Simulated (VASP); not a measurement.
# H6C2O in VASP: further runs

Runs on H6C2O. Level: PBEsol. Tasks: single point, relaxation of the atoms.

Everything below comes from runs of VASP 6.6.1. Logs are shortened: lines on timing, memory, paths and dates and some standing lists are left out, and cuts for length are marked.

**1. The cell of the first run**

The cell holds an amorphous packing of atoms, 36 atoms: a = 7.294 Å, b = 7.294 Å, c = 7.294 Å, α = 90.00°, β = 90.00°, γ = 90.00°.

**2. Single point, PBEsol**

File INCAR:

```
SYSTEM = H6C2O
ALGO = Normal ; EDIFF = 1E-6
ENCUT = 520 ; GGA = PS
ISIF = 2 ; ISMEAR = -1
LASPH = .TRUE. ; LCHARG = .FALSE.
LREAL = Auto ; LWAVE = .FALSE.
NBANDS = 64 ; NELM = 80
PREC = Accurate ; SIGMA = 0.05
```

File KPOINTS:

```
k-points
0
G
  1 1 1
  0 0 0
```

File POSCAR:

```
H6C2O
1.0
    7.2936330000      0.0000000000      0.0000000000
    0.0000000000      7.2936330000      0.0000000000
    0.0000000000      0.0000000000      7.2936330000
C O H
8 4 24
Direct
    0.4613631073      0.8289192537      0.9546068758
    0.3130347687      0.9527880739      1.0275115005
    0.7846499991      0.3800173942      0.1510718444
    0.6913510882      0.4738927262      0.3097692009
    0.2560788198      0.4717132647      0.6287177827
    0.2212967608      0.6488247119      0.5268407837
    0.8987018432      0.8662458834      0.7634951713
    0.8819791965      1.0612508387      0.8282847732
    0.2902434393      1.0962421121      0.8969790879
    0.7166783092      0.3583291809      0.4639590633
    0.0552238220      0.6270787275      0.4265341482
    0.7095950767      1.1293061985      0.7664941076
    0.1927854756      1.1758210351      0.9411305594
    0.1838167256      0.8747643391      1.0459277071
    0.3526814560      1.0097886865      1.1621089370
    0.4900014543      0.7162729035      1.0504679134
    0.4198160367      0.7710437321      0.8219711320
    0.5855347311      0.9102198466      0.9321879355
    0.6573964524      0.4165138840      0.5677327982
    0.7525386232      0.6098889094      0.3345031762
    0.5435441571      0.4929209028      0.2815340405
    0.7714561813      0.4624311976      0.0257890327
    0.9309949616      0.3616324432      0.1821613323
    0.7224093249      0.2447747805      0.1283576842
    0.0285724506      0.7425110966      0.3654956874
    0.2086065049      0.7637973651      0.6242231303
    0.3359116559      0.6815997008      0.4336194580
    0.3815278222      0.4814258630      0.7114383800
    0.1411811398      0.4411604968      0.7213368235
    0.2707269473      0.3569741432      0.5323785066
    0.7026497415      1.2566045986      0.8048706288
    0.8902799443      1.0665783736      0.9802468408
    0.9962898812      1.1428928190      0.7702852745
    1.0242244743      0.8036771941      0.8176349387
    0.7811984055      0.7844711333      0.8092502915
    0.9030065215      0.8621424896      0.6133902522
```

Potentials or basis: VASP PAW PBE potentials, release 64 (C, O, H).

Run with:

```sh
$ cat potpaw_PBE.64/C/POTCAR potpaw_PBE.64/O/POTCAR potpaw_PBE.64/H/POTCAR > POTCAR
$ mpirun -np 1 vasp_gam > vasp.out
```

OUTCAR:

```text
SYSTEM = H6C2O
   EDIFF = 1E-6
   ENCUT = 520
   GGA = PS
   ISIF = 2
   ISMEAR = -1
   LASPH = .TRUE.
   LREAL = Auto
   NELM = 80
   PREC = Accurate

 ion  position               nearest neighbor table
   1  0.461  0.829  0.955-  18 1.09  17 1.10  16 1.10   2 1.51
   2  0.313  0.953  0.028-  15 1.10  14 1.11   9 1.42   1 1.51
   3  0.785  0.380  0.151-  22 1.10  24 1.10  23 1.10   4 1.51
   4  0.691  0.474  0.310-  20 1.10  21 1.11  10 1.42   3 1.51
   5  0.256  0.472  0.629-  30 1.10  28 1.10  29 1.10   6 1.51
   6  0.221  0.649  0.527-  26 1.10  27 1.10  11 1.42   5 1.51
   7  0.899  0.866  0.763-  36 1.10  35 1.10  34 1.10   8 1.50
   8  0.882  0.061  0.828-  33 1.11  32 1.11  12 1.42   7 1.50
   9  0.290  0.096  0.897-  13 0.97   2 1.42
  10  0.717  0.358  0.464-  19 0.97   4 1.42
  11  0.055  0.627  0.427-  25 0.97   6 1.42
  12  0.710  0.129  0.766-  31 0.97   8 1.42
  13  0.193  0.176  0.941-   9 0.97
  14  0.184  0.875  0.046-   2 1.11
  15  0.353  0.010  0.162-   2 1.10
  16  0.490  0.716  0.050-   1 1.10
  17  0.420  0.771  0.822-   1 1.10
  18  0.586  0.910  0.932-   1 1.09
[... 16 lines left out ...]
  35  0.781  0.784  0.809-   7 1.10
  36  0.903  0.862  0.613-   7 1.10

  LATTYP: Found a simple cubic cell.
 ALAT       =     7.2936330000

  Lattice vectors:

 A1 = (   7.2936330000,   0.0000000000,   0.0000000000)
 A2 = (   0.0000000000,   7.2936330000,   0.0000000000)
 A3 = (   0.0000000000,   0.0000000000,   7.2936330000)

Analysis of symmetry for initial positions (statically):
=====================================================================
 Subroutine PRICEL returns:
 Original cell was already a primitive cell.

 Routine SETGRP: Setting up the symmetry group for a
 simple cubic supercell.

 Subroutine GETGRP returns: Found  1 space group operations
 (whereof  1 operations were pure point group operations)
 out of a pool of 48 trial point group operations.

The static configuration has the point symmetry C_1 .

Analysis of symmetry for dynamics (positions and initial velocities):
=====================================================================
 Subroutine PRICEL returns:
 Original cell was already a primitive cell.

 Routine SETGRP: Setting up the symmetry group for a
 simple cubic supercell.

 Subroutine GETGRP returns: Found  1 space group operations
 (whereof  1 operations were pure point group operations)
 out of a pool of 48 trial point group operations.

The dynamic configuration has the point symmetry C_1 .

 Subroutine INISYM returns: Found  1 space group operations
 (whereof  1 operations are pure point group operations),
 and found     1 'primitive' translations

----------------------------------------------------------------------------------------

                                     Primitive cell

  volume of cell :     388.0000

  direct lattice vectors                    reciprocal lattice vectors
     7.293633000  0.000000000  0.000000000     0.137105884  0.000000000  0.000000000
     0.000000000  7.293633000  0.000000000     0.000000000  0.137105884  0.000000000
     0.000000000  0.000000000  7.293633000     0.000000000  0.000000000  0.137105884

  length of vectors
     7.293633000  7.293633000  7.293633000     0.137105884  0.137105884  0.137105884

  position of ions in fractional coordinates (direct lattice)
     0.461363107  0.828919254  0.954606876
     0.313034769  0.952788074  0.027511500
     0.784649999  0.380017394  0.151071844
     0.691351088  0.473892726  0.309769201
     0.256078820  0.471713265  0.628717783
     0.221296761  0.648824712  0.526840784
[... 28 lines left out ...]
     0.781198405  0.784471133  0.809250291
     0.903006522  0.862142490  0.613390252

  ion indices of the primitive-cell ions
   primitive index   ion index
                 1           1
                 2           2
                 3           3
                 4           4
                 5           5
                 6           6
[... 28 lines left out ...]
                35          35
                36          36

----------------------------------------------------------------------------------------

 KPOINTS: k-points

Automatic generation of k-mesh.
 Grid dimensions read from file:
 generate k-points for:    1    1    1

 Generating k-lattice:

  Cartesian coordinates                     Fractional coordinates (reciprocal lattice)
     0.137105884  0.000000000  0.000000000     1.000000000  0.000000000  0.000000000
     0.000000000  0.137105884  0.000000000     0.000000000  1.000000000  0.000000000
     0.000000000  0.000000000  0.137105884     0.000000000  0.000000000  1.000000000

  Length of vectors
     0.137105884  0.137105884  0.137105884

  Shift w.r.t. Gamma in fractional coordinates (k-lattice)
     0.000000000  0.000000000  0.000000000

 Subroutine IBZKPT returns following result:
 ===========================================

 Found      1 irreducible k-points:

 Following reciprocal coordinates:
            Coordinates               Weight
  0.000000  0.000000  0.000000      1.000000
   k-points           NKPTS =      1   k-points in BZ     NKDIM =      1   number of bands    NBANDS=     64
   number of dos      NEDOS =    301   number of ions     NIONS =     36
   total plane-waves  NPLWV = 157464
   dimension x,y,z NGX =    54 NGY =   54 NGZ =   54
   dimension x,y,z NGXF=   108 NGYF=  108 NGZF=  108
   ions per type =               8   4  24
   NGX,Y,Z   is equivalent  to a cutoff of  12.31, 12.31, 12.31 a.u.
   NGXF,Y,Z  is equivalent  to a cutoff of  24.62, 24.62, 24.62 a.u.
 SYSTEM =  H6C2O
   PREC   = accura    normal or accurate (medium, high low for compatibility)
   ISTART =      0    job   : 0-new  1-cont  2-samecut
   ICHARG =      2    charge: 1-file 2-atom 10-const
   ISPIN  =      1    spin polarized calculation?
   LNONCOLLINEAR =      F non collinear calculations
   LSORBIT =      F    spin-orbit coupling
   LASPH  =      T    aspherical Exc in radial PAW
   ENCUT  =  520.0 eV  38.22 Ry    6.18 a.u.  13.56 13.56 13.56*2*pi/ulx,y,z
   NELM   =     80;   NELMIN=  2; NELMDL= -5     # of ELM steps
   EDIFF  = 0.1E-05   stopping-criterion for ELM
   LREAL  =      T    real-space projection
   EDIFFG = 0.1E-04   stopping-criterion for IOM
   NSW    =      0    number of steps for IOM
   IBRION =     -1    ionic relax: 0-MD 1-quasi-New 2-CG
   NFREE  =      0    steps in history (QN), initial steepest desc. (CG)
   ISIF   =      2    stress and relaxation
   ISYM   =      2    0-nonsym 1-usesym 2-fastsym
   POTIM  = 0.5000    time-step for ionic-motion
   TEBEG  =    0.0;   TEEND  =   0.0 temperature during run
   PSTRESS=    0.0 pullay stress
   NELECT =      80.0000    total number of electrons
   NUPDOWN=      -1.0000    fix difference up-down
   EMIN   =  10.00;   EMAX   =-10.00  energy-range for DOS
   EFERMI =   0.00;   METHOD = LEGACY
   ISMEAR =    -1;   SIGMA  =   0.05  broadening in eV -4-tet -1-fermi 0-gaus
   EFERMI_NEDOS =   21; number of points for ismear=-14 and -15
   IALGO  =     38    algorithm
   IMIX   =      4    mixing-type and parameters
     AMIX     =   0.40;   BMIX     =  1.00
     AMIX_MAG =   1.60;   BMIX_MAG =  1.00
  volume/ion in A,a.u.               =      10.78        72.73
  Fermi-wavevector in a.u.,A,eV,Ry     =   0.967151  1.827650 12.726630  0.935381
  Thomas-Fermi vector in A             =   2.097013
   LORBIT       =      0    0 simple, 1 ext, 2 COOP (PROOUT), +10 PAW based schemes
   GGA     = PS    functional components
   LHFCALC =     F    Hartree Fock is set to
   AEXX    =    0.0000 exact exchange contribution
   IVDW    =     0    specifies the selected vdW correction
   LEPSILON=     F    determine dielectric tensor
   LRPA    =     F    only Hartree local field effects (RPA)
 non-spin polarized calculation
  energy-cutoff  :      520.00
  volume of cell :      388.00
 maximum number of plane-waves:      5198
 NGX is ok and might be reduce to    54
   NGX = 27   NGY = 27   NGZ = 27

 number of electron      79.9999997 magnetization

 Free energy of the ion-electron system (eV)
  ---------------------------------------------------
  ext. energy  EPLUGINS =         0.00000000
  ---------------------------------------------------
  free energy    TOTEN  =      -189.07849805 eV

  energy without entropy =     -189.07849805  energy(sigma->0) =     -189.07849805

 E-fermi :  -1.5809     XC(G=0):  -6.4508

 val. band max:       -2.8303442887   @ k =   0.0000   0.0000   0.0000
 cond. band min:       1.6749675220   @ k =   0.0000   0.0000   0.0000
 fundamental gap:      4.5053118107
 Fermi energy:        -1.5809384039

 k-point     1 :       0.0000    0.0000    0.0000
  band No.  band energies     occupation
      1     -22.5179      2.00000
      2     -22.4198      2.00000
      3     -22.3161      2.00000
      4     -22.1535      2.00000
      5     -15.5574      2.00000
      6     -15.4923      2.00000
[... 44 lines left out ...]
     51       5.2137      0.00000
     52       5.3431      0.00000
 [bands above 52 left out]

------------------------ aborting loop because EDIFF is reached ----------------------------------------

  FORCE on cell =-STRESS in cart. coord.  units (eV):
  Direction    XX          YY          ZZ          XY          YZ          ZX
  --------------------------------------------------------------------------------------
  -------------------------------------------------------------------------------------
  Total        4.0054046      2.1143313      3.3377353     -0.3071577      0.1322318     -0.2961572
  in kB       16.5396095      8.7307570     13.7825875     -1.2683534      0.5460277     -1.2229289
  external PRESSURE =      13.0176513 kB  Pullay stress =       0.0000000 kB

 VOLUME and BASIS-vectors are now :
 -----------------------------------------------------------------------------
  energy-cutoff  :      520.00
  volume of cell :      388.00
      direct lattice vectors                 reciprocal lattice vectors
     7.293633000  0.000000000  0.000000000     0.137105884  0.000000000  0.000000000
     0.000000000  7.293633000  0.000000000     0.000000000  0.137105884  0.000000000
     0.000000000  0.000000000  7.293633000     0.000000000  0.000000000  0.137105884

 POSITION                                       TOTAL-FORCE (eV/Angst)
 -----------------------------------------------------------------------------------
      3.36501      6.04583      6.96255        -0.100315     -0.011207      0.258522
      2.28316      6.94929      0.20066         0.198861     -0.057536     -0.111306
      5.72295      2.77171      1.10186        -0.097675      0.131616      0.035462
      5.04246      3.45640      2.25934         0.191436     -0.202742     -0.072935
      1.86774      3.44050      4.58564        -0.011655      0.184065     -0.178498
      1.61406      4.73229      3.84258        -0.001477     -0.199433      0.110977
[... 28 lines left out ...]
      5.69777      5.72164      5.90237        -0.076844     -0.112393      0.022574
      6.58620      6.28815      4.47384        -0.021442     -0.069001     -0.106456
 -----------------------------------------------------------------------------------
    total drift:                                0.008303      0.008516      0.009478

  FREE ENERGIE OF THE ION-ELECTRON SYSTEM (eV)
  ---------------------------------------------------
  free  energy   TOTEN  =      -189.0784980517 eV

  energy  without entropy=     -189.0784980517  energy(sigma->0) =     -189.07849805
```

Wall time 51 s (1 thread of Intel Xeon Platinum 8375C at 2.90GHz (Ice Lake), shared host); peak memory 0.36 GiB.

Results:

```
Free energy            : -189.0785 eV
Pressure               : 1.3 GPa
Largest force          : 0.288 eV/Å
Band gap on the k mesh : 4.51 eV
```

Forces on the atoms (eV/Å):
```
C   -0.100 -0.011  0.259
C    0.199 -0.058 -0.111
C   -0.098  0.132  0.035
C    0.191 -0.203 -0.073
C   -0.012  0.184 -0.178
C   -0.001 -0.199  0.111
C    0.036  0.168 -0.012
C   -0.051 -0.069 -0.165
O    0.063  0.006  0.037
O   -0.046  0.018 -0.091
O    0.071 -0.046 -0.125
O    0.133 -0.105  0.213
H   -0.099  0.143  0.003
H   -0.131 -0.025  0.027
H    0.039  0.013  0.166
H    0.001 -0.105  0.093
H   -0.003 -0.041 -0.085
H   -0.006  0.068  0.012
H   -0.120 -0.034  0.090
H   -0.006  0.139 -0.019
H   -0.188  0.039 -0.099
H    0.029  0.085 -0.131
H    0.086  0.043  0.041
H   -0.078 -0.084 -0.030
H    0.005  0.126 -0.104
H    0.061  0.124  0.033
H    0.165 -0.028 -0.111
H    0.082 -0.024  0.089
H   -0.069  0.000  0.043
H    0.031 -0.134 -0.033
H   -0.142  0.082  0.128
H    0.058  0.018  0.027
H   -0.085  0.032 -0.005
H    0.082 -0.070  0.051
H   -0.077 -0.112  0.023
H   -0.021 -0.069 -0.106
```

Stress tensor (GPa, compression positive):
```
 1.65 -0.13 -0.12
-0.13  0.87  0.05
-0.12  0.05  1.38
```

Caveat: the k points lie up to 0.86 Å⁻¹ apart; the PAW data sets were made with another functional, which shifts forces and pressure a little.

[end of part 1 of 3]
